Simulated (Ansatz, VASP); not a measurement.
**Two plane-wave programs on Pt**

```xyz
1
Lattice="0.0000 1.9609 1.9609 1.9609 0.0000 1.9609 1.9609 1.9609 0.0000" Properties=species:S:1:pos:R:3 pbc="T T T"
Pt    0.0000    0.0000    0.0000
```

Alike in both runs: task single point; functional PBE; dispersion D3(BJ); k mesh 13 × 13 × 13; occupations fermi-dirac, width 0.1 eV; no spin polarisation.

```csv
,VASP,Ansatz
version,VASP 6.6.1,Ansatz 0.2.0
potentials or method,"VASP PAW PBE potentials, release 64 (Pt), cutoff 500 eV","plane waves, PAW"
valence electrons in the cell,10,18
```

VASP gave:

- pressure (GPa): 1.3

Q: What did Ansatz give for the same quantities?

A: Pressure (GPa): 1.8.

VASP's potentials hold 10 valence electrons a cell and Ansatz's 18, so a difference there can come from the potentials and not from the codes.

Neither program's run includes spin-orbit coupling.
